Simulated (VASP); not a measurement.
Here is a VASP 6.6.1 calculation.

File POSCAR:

```
Ge
1.0
    5.2405800000      0.0000000000      0.0000000000
    0.0000000000      5.2405800000      0.0000000000
    0.0000000000      0.0000000000      2.6553600000
Ge
3
Direct
    0.0000000000      0.0000000000      0.0000000000
    0.0000000000      0.5000000000      0.0000000000
    0.5000000000      0.0000000000      0.0000000000
```

Contents of INCAR.step1:

```
SYSTEM = Ge
PREC = Accurate
ENCUT = 520
EDIFF = 1E-5
ISMEAR = -1
SIGMA = 0.05
LREAL = .FALSE.
LASPH = .TRUE.
NELM = 100
ALGO = Normal
ISIF = 2
LWAVE = .TRUE.
LCHARG = .FALSE.
NBANDS = 28
GGA = PE
LUSENCCL = .FALSE.
```

Contents of INCAR.step2:

```
SYSTEM = Ge
PREC = Accurate
ENCUT = 520
EDIFF = 1E-6
ISMEAR = -1
SIGMA = 0.05
LREAL = .FALSE.
LASPH = .TRUE.
NELM = 100
ALGO = Normal
ISIF = 2
LWAVE = .FALSE.
LCHARG = .FALSE.
GGA = PE
LHFCALC = .TRUE.
AEXX = 0.05
HFSCREEN = 0.2
PRECFOCK = Normal
NBANDS = 28
ISTART = 1
LUSENCCL = .FALSE.
```

File KPOINTS:

```
regular mesh
0
G
  3 3 5
  0 0 0
```

Potentials or basis: VASP PAW PBE potentials, release 64 (Ge_d).

Launch:

```bash
$ cat potpaw_PBE.64/Ge_d/POTCAR > POTCAR
$ cp INCAR.step1 INCAR
$ mpirun -np 1 vasp_std > vasp.out
$ cp INCAR.step2 INCAR
$ mpirun -np 1 vasp_std > vasp.out
```

(1) Predict the pressure.

(2) Predict the band gap on the k mesh.

## Answers

(1) 0.0 GPa.

(2) zero (bands 21 and 22 overlap by 1.82 eV).

Caveat: the k points lie up to 0.47 Å⁻¹ apart, too coarse for converged energies and pressures of a metal; the PAW data sets were made with another functional, which shifts forces and pressure a little.
